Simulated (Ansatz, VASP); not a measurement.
## BN: VASP beside Ansatz

```
B N
1.0
     0.00000    1.87701    1.94920
     1.87701    0.00000    1.94920
     1.87701    1.87701    0.00000
B N
1 1
Cartesian
  0.0000 0.0000 0.0000
  2.8155 2.8155 2.9238
```

Change from the starting cell: strain +0.040 along x and y, +0.080 along z, atoms carried along.

Alike in both runs: task single point; functional r2SCAN; k mesh 12 × 12 × 12; occupations gaussian, width 0.05 eV; no spin polarisation.

|  | VASP | Ansatz |
| --- | --- | --- |
| version | VASP 6.6.1 | Ansatz 0.2.0 |
| potentials or method | VASP PAW PBE potentials, release 64 (B, N), cutoff 520 eV | scalar-relativistic, plane waves, PAW |
| valence electrons in the cell | 8 | 8 |

```csv
,VASP,Ansatz,Ansatz less VASP
gap on the k mesh at the Fermi level (eV),4.47,4.48,+0.012
least direct gap on the mesh (eV),8.45,8.40,-0.041
pressure (GPa),-45.1,-45.6,-0.56
"traceless stress, the component that is largest in VASP (GPa)",-14.55,-14.59,-0.037
```

VASP's potentials were made for PBE, not for r2SCAN. Both programs put the cell under strong tension, so it lies far from rest at this level.

Noted on VASP's run: the cell as given lies far from equilibrium.
